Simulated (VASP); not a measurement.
**PbS: single point with r2SCAN**

Crystal: PbS.

```
CELL_PARAMETERS angstrom
2.06270 1.19090 3.86497
-2.06270 1.19090 3.86497
0.00000 -2.38180 3.86497
ATOMIC_POSITIONS crystal
Pb 0.97815 0.97815 0.97815
S 0.47745 0.47745 0.47745
```

* Program: VASP 6.6.1
* Task: single point
* Functional: r2SCAN
* Potentials or basis: VASP PAW PBE potentials, release 64 (Pb_d, S)
* Cutoff: 520 eV
* k mesh: 9 × 9 × 9
* Occupations: gaussian, width 0.05 eV
* Spin: no spin polarisation
* Dipole correction: no
* Further INCAR settings: ALGO = Normal; EDIFF = 1e-06; NBANDS = 17

```yaml
Pressure: -3.7 GPa
Largest_force: 0.016 eV/Å
```

Forces on the atoms (eV/Å):
```
Pb   0.000  0.000  0.016
S    0.000  0.000 -0.016
```

Stress tensor (GPa, compression positive):
```
-1.36  0.00  0.00
 0.00 -1.36  0.00
 0.00  0.00 -8.31
```

Levels at points of the mesh, in eV from the Fermi level:
| k point | band 8 | band 9 | band 10 | band 11 | band 12 | band 13 |
| --- | --- | --- | --- | --- | --- | --- |
| (0.00, 0.00, 0.00) | -2.85 | -1.79 | -1.79 | 4.97 | 4.97 | 5.08 |

Wall time 3.3 min on 1 thread of Intel(R) Xeon(R) Platinum 8488C (Sapphire Rapids) (shared host), peak memory 0.26 GiB.

Caveat: this odd mesh misses L, so gap, dielectric constants and Born charges aren't listed; the cell stands under tension; the PAW data sets were made with another functional, which shifts forces and pressure a little; spin-orbit coupling is left out, which moves the levels of the heavy elements.
